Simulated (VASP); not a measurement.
# SrO (I4/mmm) in VASP: a series of runs, part 2 of 2

VASP 6.6.1.

## Step 4: Single point, PBEsol (in-plane strain +0.01, then relaxed in part)

Contents of INCAR:

```
SYSTEM = SrO
  ALGO = Normal
  EDIFF = 1E-6
  ENCUT = 520
  GGA = PS
  ISIF = 2
  ISMEAR = 0
  LASPH = .TRUE.
  LCHARG = .FALSE.
  LREAL = .FALSE.
  LWAVE = .FALSE.
  NBANDS = 15
  NELM = 60
  PREC = Accurate
  SIGMA = 0.01
```

Contents of KPOINTS:

```
k-points
0
G
  8 8 8
  0 0 0
```

Contents of POSCAR:

```
SrO
1.0
    2.5870583220      2.5870583220      0.0000000000
   -2.5870583220      2.5870583220      0.0000000000
    0.0000000000      2.5870583220      2.5481594380
Sr O
1 1
Direct
    0.5000000000      0.5000000000      0.0000000000
    0.0000000000      0.0000000000      0.0000000000
```

Potentials or basis: VASP PAW PBE potentials, release 64 (Sr_sv, O).

Run with:

```console
> cat potpaw_PBE.64/Sr_sv/POTCAR potpaw_PBE.64/O/POTCAR > POTCAR
> mpirun -np 1 vasp_std > vasp.out
```

OUTCAR:

```text
SYSTEM = SrO
   EDIFF = 1E-6
   ENCUT = 520
   GGA = PS
   ISIF = 2
   ISMEAR = 0
   LASPH = .TRUE.
   LREAL = .FALSE.
   NELM = 60
   PREC = Accurate

 ion  position               nearest neighbor table
   1  0.500  0.500  0.000-   2 2.55   2 2.55   2 2.59   2 2.59   2 2.59   2 2.59
   2  0.000  0.000  0.000-   1 2.55   1 2.55   1 2.59   1 2.59   1 2.59   1 2.59

  LATTYP: Found a body centered tetragonal cell.
 ALAT       =     3.6586529656
 C/A-ratio  =     1.3929495155

  Lattice vectors:

 A1 = (   2.5870583220,   0.0000000000,  -2.5481594380)
[... 611 lines left out ...]
     12       9.8514      0.00000
     13      11.7376      0.00000
     14      11.9556      0.00000
     15      17.3960      0.00000

 [... further k-points ...]
[... 5 lines left out ...]
  --------------------------------------------------------------------------------------
  -------------------------------------------------------------------------------------
  Total       -0.2965989     -0.2965989      0.1377976      0.0000000      0.0000000      0.0000000
  in kB      -13.9319230    -13.9319230      6.4726643      0.0000000      0.0000000      0.0000000
  external PRESSURE =      -7.1303939 kB  Pullay stress =       0.0000000 kB

 VOLUME and BASIS-vectors are now :
 -----------------------------------------------------------------------------
  energy-cutoff  :      520.00
  volume of cell :       34.11
      direct lattice vectors                 reciprocal lattice vectors
     2.587058322  2.587058322  0.000000000     0.193269705  0.193269705 -0.196220061
    -2.587058322  2.587058322  0.000000000    -0.193269705  0.193269705 -0.196220061
     0.000000000  2.587058322  2.548159438     0.000000000  0.000000000  0.392440122

 POSITION                                       TOTAL-FORCE (eV/Angst)
 -----------------------------------------------------------------------------------
      0.00000      2.58706      0.00000        -0.000000      0.000000      0.000000
      0.00000      0.00000      0.00000         0.000000      0.000000      0.000000
 -----------------------------------------------------------------------------------
    total drift:                               -0.000000      0.000000     -0.000000

  FREE ENERGIE OF THE ION-ELECTRON SYSTEM (eV)
  ---------------------------------------------------
  free  energy   TOTEN  =       -12.6370899715 eV

  energy  without entropy=      -12.6370899715  energy(sigma->0) =      -12.63708997
```

stdout:

```text
POSCAR found type information on POSCAR SrO
 POSCAR found :  2 types and       2 ions
 scaLAPACK will be used
 -----------------------------------------------------------------------------
|                                                                             |
|                                                                             |
|     You enforced a specific xc type in the INCAR file but a different       |
|     I HOPE YOU KNOW WHAT YOU ARE DOING!                                     |
|                                                                             |
 -----------------------------------------------------------------------------

 LDA part: xc-table for (Slater+PW92), standard interpolation
 POSCAR, INCAR and KPOINTS ok, starting setup
 FFT: planning ... GRIDC
 FFT: planning ... GRID_SOFT
 FFT: planning ... GRID
 WAVECAR not read
 entering main loop
```

Wall time 17 s (1 thread of AMD EPYC 9R45 (Zen 5), shared host); peak memory 0.14 GiB.

What came out:

```
Free energy            : -12.6371 eV
Pressure               : -0.7 GPa
Band gap on the k mesh : 3.08 eV, indirect (least direct gap 3.22 eV)
```

Stress tensor (GPa, compression positive):
```
-1.39  0.00  0.00
 0.00 -1.39  0.00
 0.00  0.00  0.65
```

Levels at points of the mesh, in eV from the valence-band top:
```tsv
k point	band 6	band 7	band 8	band 9	band 10	band 11
(0.00, 0.00, 0.00)	-0.06	-0.06	0.00	3.75	6.08	6.08
(0.50, 0.00, 0.00)	-2.26	-1.19	-1.18	6.44	8.22	8.78
(0.50, 0.50, 0.00)	-0.51	-0.15	-0.08	3.14	7.69	10.13
(0.00, 0.00, 0.50)	-0.42	-0.15	-0.15	3.08	7.70	10.13
```

Caveat: the cell differs from its parent crystal (in-plane strain +0.01, then relaxed in part); the PAW data sets were made with another functional, which shifts forces and pressure a little. A k mesh can miss the band edges.

## Step 5: Single point, PBEsol (in-plane strain +0.01)

Contents of INCAR:

```
ALGO = Normal ; EDIFF = 1E-6
ENCUT = 520 ; GGA = PS
ISIF = 2 ; ISMEAR = 0
LASPH = True ; LCHARG = False
LREAL = False ; LWAVE = False
NBANDS = 15 ; NELM = 100
PREC = Accurate ; SIGMA = 0.01
```

Contents of KPOINTS:

```
k-points
0
Gamma
  8 8 8
```

Changes to POSCAR since step 4:

```diff
@@ -4,3 +4,3 @@
    -2.5870583220      2.5870583220      0.0000000000
-    0.0000000000      2.5870583220      2.5481594380
+    0.0000000000      2.5870583220      2.5460752199
 Sr O
```

Potentials or basis: VASP PAW PBE potentials, release 64 (Sr_sv, O).

Run with:

```console
> cat potpaw_PBE.64/Sr_sv/POTCAR potpaw_PBE.64/O/POTCAR > POTCAR
> mpirun -np 1 vasp_std > vasp.out
```

OUTCAR:

```text
EDIFF = 1E-6
   ENCUT = 520
   GGA = PS
   ISIF = 2
   ISMEAR = 0
   LASPH = True
   LREAL = False
   NELM = 100
   PREC = Accurate

 ion  position               nearest neighbor table
   1  0.500  0.500  0.000-   2 2.55   2 2.55   2 2.59   2 2.59   2 2.59   2 2.59
   2  0.000  0.000  0.000-   1 2.55   1 2.55   1 2.59   1 2.59   1 2.59   1 2.59

  LATTYP: Found a body centered tetragonal cell.
 ALAT       =     3.6586529656
 C/A-ratio  =     1.3918101792

  Lattice vectors:

 A1 = (   2.5870583220,   0.0000000000,  -2.5460752199)
 A2 = (  -2.5870583220,   0.0000000000,  -2.5460752199)
 A3 = (   0.0000000000,   2.5870583220,   2.5460752199)

Analysis of symmetry for initial positions (statically):
=====================================================================
 Subroutine PRICEL returns:
 Original cell was already a primitive cell.

 Routine SETGRP: Setting up the symmetry group for a
 body centered tetragonal supercell.

 Subroutine GETGRP returns: Found 16 space group operations
 (whereof 16 operations were pure point group operations)
 out of a pool of 16 trial point group operations.

The static configuration has the point symmetry D_4h.

Analysis of symmetry for dynamics (positions and initial velocities):
=====================================================================
 Subroutine PRICEL returns:
 Original cell was already a primitive cell.

 Routine SETGRP: Setting up the symmetry group for a
 body centered tetragonal supercell.

 Subroutine GETGRP returns: Found 16 space group operations
 (whereof 16 operations were pure point group operations)
 out of a pool of 16 trial point group operations.

The dynamic configuration has the point symmetry D_4h.

 Subroutine INISYM returns: Found 16 space group operations
 (whereof 16 operations are pure point group operations),
 and found     1 'primitive' translations

----------------------------------------------------------------------------------------

                                     Primitive cell

  volume of cell :      34.0811

  direct lattice vectors                    reciprocal lattice vectors
     2.587058322  2.587058322  0.000000000     0.193269705  0.193269705 -0.196380687
    -2.587058322  2.587058322  0.000000000    -0.193269705  0.193269705 -0.196380687
     0.000000000  2.587058322  2.546075220     0.000000000  0.000000000  0.392761373

  length of vectors
     3.658652966  3.658652966  3.629789221     0.336558661  0.336558661  0.392761373

  position of ions in fractional coordinates (direct lattice)
     0.500000000  0.500000000  0.000000000
     0.000000000  0.000000000  0.000000000

  ion indices of the primitive-cell ions
   primitive index   ion index
                 1           1
                 2           2

----------------------------------------------------------------------------------------

 KPOINTS: k-points

Automatic generation of k-mesh.
 Grid dimensions read from file:
 generate k-points for:    8    8    8

 Generating k-lattice:

  Cartesian coordinates                     Fractional coordinates (reciprocal lattice)
     0.024158713  0.024158713 -0.024547586     0.125000000  0.000000000  0.000000000
    -0.024158713  0.024158713 -0.024547586     0.000000000  0.125000000  0.000000000
     0.000000000  0.000000000  0.049095172     0.000000000  0.000000000  0.125000000

  Length of vectors
     0.042069833  0.042069833  0.049095172

  Shift w.r.t. Gamma in fractional coordinates (k-lattice)
     0.000000000  0.000000000  0.000000000

 Subroutine IBZKPT returns following result:
 ===========================================

 Found     59 irreducible k-points:

 Following reciprocal coordinates:
            Coordinates               Weight
  0.000000  0.000000  0.000000      1.000000
  0.125000  0.000000 -0.000000      8.000000
  0.250000  0.000000 -0.000000      8.000000
  0.375000  0.000000 -0.000000      8.000000
  0.500000  0.000000 -0.000000      4.000000
  0.125000  0.125000 -0.000000      8.000000
[... 16 lines left out ...]
  0.250000  0.000000  0.125000      4.000000
  0.375000  0.000000  0.125000      8.000000
 [... further k-points ...]
   k-points           NKPTS =     59   k-points in BZ     NKDIM =     59   number of bands    NBANDS=     15
   number of dos      NEDOS =    301   number of ions     NIONS =      2
   total plane-waves  NPLWV =  21952
   dimension x,y,z NGX =    28 NGY =   28 NGZ =   28
   dimension x,y,z NGXF=    56 NGYF=   56 NGZF=   56
   ions per type =               1   1
   NGX,Y,Z   is equivalent  to a cutoff of  12.72, 12.72, 12.82 a.u.
   NGXF,Y,Z  is equivalent  to a cutoff of  25.45, 25.45, 25.65 a.u.
 SYSTEM =  unknown system
   PREC   = accura    normal or accurate (medium, high low for compatibility)
   ISTART =      0    job   : 0-new  1-cont  2-samecut
   ICHARG =      2    charge: 1-file 2-atom 10-const
   ISPIN  =      1    spin polarized calculation?
   LNONCOLLINEAR =      F non collinear calculations
   LSORBIT =      F    spin-orbit coupling
   LASPH  =      T    aspherical Exc in radial PAW
   ENCUT  =  520.0 eV  38.22 Ry    6.18 a.u.   6.80  6.80  6.75*2*pi/ulx,y,z
   NELM   =    100;   NELMIN=  2; NELMDL= -5     # of ELM steps
   EDIFF  = 0.1E-05   stopping-criterion for ELM
   LREAL  =      F    real-space projection
   EDIFFG = 0.1E-04   stopping-criterion for IOM
   NSW    =      0    number of steps for IOM
   IBRION =     -1    ionic relax: 0-MD 1-quasi-New 2-CG
   NFREE  =      0    steps in history (QN), initial steepest desc. (CG)
   ISIF   =      2    stress and relaxation
   ISYM   =      2    0-nonsym 1-usesym 2-fastsym
   POTIM  = 0.5000    time-step for ionic-motion
   TEBEG  =    0.0;   TEEND  =   0.0 temperature during run
   PSTRESS=    0.0 pullay stress
   NELECT =      16.0000    total number of electrons
   NUPDOWN=      -1.0000    fix difference up-down
   EMIN   =  10.00;   EMAX   =-10.00  energy-range for DOS
   EFERMI =   0.00;   METHOD = LEGACY
   ISMEAR =     0;   SIGMA  =   0.01  broadening in eV -4-tet -1-fermi 0-gaus
   EFERMI_NEDOS =   21; number of points for ismear=-14 and -15
   IALGO  =     38    algorithm
   IMIX   =      4    mixing-type and parameters
     AMIX     =   0.40;   BMIX     =  1.00
     AMIX_MAG =   1.60;   BMIX_MAG =  1.00
  volume/ion in A,a.u.               =      17.04       115.00
  Fermi-wavevector in a.u.,A,eV,Ry     =   1.272361  2.404413 22.026498  1.618902
  Thomas-Fermi vector in A             =   2.405243
   LORBIT       =      0    0 simple, 1 ext, 2 COOP (PROOUT), +10 PAW based schemes
   GGA     = PS    functional components
   LHFCALC =     F    Hartree Fock is set to
   AEXX    =    0.0000 exact exchange contribution
   IVDW    =     0    specifies the selected vdW correction
   LEPSILON=     F    determine dielectric tensor
   LRPA    =     F    only Hartree local field effects (RPA)
 non-spin polarized calculation
 Gauss-broadening in eV      SIGMA  =   0.01
  energy-cutoff  :      520.00
  volume of cell :       34.08
 maximum number of plane-waves:       934
   NGX = 13   NGY = 13   NGZ = 13

 number of electron      15.9999997 magnetization

 Free energy of the ion-electron system (eV)
  ---------------------------------------------------
  ext. energy  EPLUGINS =         0.00000000
  ---------------------------------------------------
  free energy    TOTEN  =       -12.63695214 eV

  energy without entropy =      -12.63695214  energy(sigma->0) =      -12.63695214

 E-fermi :   1.7025     XC(G=0): -10.2638

 val. band max:        1.5160623709   @ k =   0.0000   0.0000   0.0000
 cond. band min:       4.5950433432   @ k =   0.0000   0.0000   0.5000
 fundamental gap:      3.0789809723
 Fermi energy:         1.7024581134

 k-point     1 :       0.0000    0.0000    0.0000
  band No.  band energies     occupation
      1     -30.7692      2.00000
      2     -13.5193      2.00000
      3     -12.4279      2.00000
      4     -12.4279      2.00000
      5     -12.4197      2.00000
      6       1.4562      2.00000
      7       1.4562      2.00000
      8       1.5161      2.00000
      9       5.2733      0.00000
     10       7.5930      0.00000
     11       7.5930      0.00000
     12       7.7161      0.00000
     13       9.7135      0.00000
     14       9.9387      0.00000
[... 401 lines left out ...]
      2     -14.5838      2.00000
      3     -12.6272      2.00000
      4     -12.4718      2.00000
      5     -11.5712      2.00000
      6      -0.1326      2.00000
      7       0.5524      2.00000
      8       1.0547      2.00000
      9       7.2822      0.00000
     10       8.0516      0.00000
     11       8.9410      0.00000
     12       9.8620      0.00000
     13      11.7476      0.00000
     14      11.9595      0.00000
     15      17.4044      0.00000

 [... further k-points ...]
[... 5 lines left out ...]
  --------------------------------------------------------------------------------------
  -------------------------------------------------------------------------------------
  Total       -0.2883096     -0.2883096      0.1722580      0.0000000     -0.0000000      0.0000000
  in kB      -13.5536414    -13.5536414      8.0979714      0.0000000     -0.0000000      0.0000000
  external PRESSURE =      -6.3364371 kB  Pullay stress =       0.0000000 kB

 VOLUME and BASIS-vectors are now :
 -----------------------------------------------------------------------------
  energy-cutoff  :      520.00
  volume of cell :       34.08
      direct lattice vectors                 reciprocal lattice vectors
     2.587058322  2.587058322  0.000000000     0.193269705  0.193269705 -0.196380687
    -2.587058322  2.587058322  0.000000000    -0.193269705  0.193269705 -0.196380687
     0.000000000  2.587058322  2.546075220     0.000000000  0.000000000  0.392761373

 POSITION                                       TOTAL-FORCE (eV/Angst)
 -----------------------------------------------------------------------------------
      0.00000      2.58706      0.00000         0.000000     -0.000000      0.000000
      0.00000      0.00000      0.00000        -0.000000      0.000000      0.000000
 -----------------------------------------------------------------------------------
    total drift:                               -0.000000      0.000000     -0.000000

  FREE ENERGIE OF THE ION-ELECTRON SYSTEM (eV)
  ---------------------------------------------------
  free  energy   TOTEN  =       -12.6369521425 eV

  energy  without entropy=      -12.6369521425  energy(sigma->0) =      -12.63695214
```

stdout:

```text
POSCAR found type information on POSCAR SrO
 POSCAR found :  2 types and       2 ions
 scaLAPACK will be used
 -----------------------------------------------------------------------------
|                                                                             |
|                                                                             |
|     You enforced a specific xc type in the INCAR file but a different       |
|     I HOPE YOU KNOW WHAT YOU ARE DOING!                                     |
|                                                                             |
 -----------------------------------------------------------------------------

 LDA part: xc-table for (Slater+PW92), standard interpolation
 POSCAR, INCAR and KPOINTS ok, starting setup
 FFT: planning ... GRIDC
 FFT: planning ... GRID_SOFT
 FFT: planning ... GRID
 WAVECAR not read
 entering main loop
```

Run time: 16 s. Hardware: 1 thread of AMD EPYC 9R45 (Zen 5), shared host; peak memory 0.14 GiB.

Results:

| Quantity | Value |
| --- | --- |
| Free energy | -12.6370 eV |
| Pressure | -0.6 GPa |
| Band gap on the k mesh | 3.08 eV, indirect (least direct gap 3.22 eV) |

Stress tensor (GPa, compression positive):
```
-1.36  0.00  0.00
 0.00 -1.36  0.00
 0.00  0.00  0.81
```

Caveat: the cell differs from its parent crystal (in-plane strain +0.01); the PAW data sets were made with another functional, which shifts forces and pressure a little.

## Step 6: Overview

```tsv
cell	gap on the mesh (eV)	pressure (GPa)
a = 3.604, b = 3.604, c = 3.619 Å, angles 60.1, 60.1, 90.0°, 2 atoms	3.12	1.3
a = 3.641, b = 3.641, c = 3.626 Å, angles 59.9, 59.9, 90.0°, 2 atoms	3.11	0.0
a = 3.659, b = 3.659, c = 3.631 Å, angles 59.8, 59.8, 90.0°, 2 atoms	3.08	-0.7
a = 3.659, b = 3.659, c = 3.630 Å, angles 59.7, 59.7, 90.0°, 2 atoms	3.08	-0.6
```

Alike in all rows: task single point; level PBEsol; potentials or basis VASP PAW PBE potentials, release 64 (Sr_sv, O); no spin polarisation; k mesh 8 × 8 × 8; cutoff (eV) 520; smearing gaussian 0.01 eV.

Caveats: the PAW data sets were made with another functional, which shifts forces and pressure a little.

Absolute energies hang on the potentials; compare differences alone.
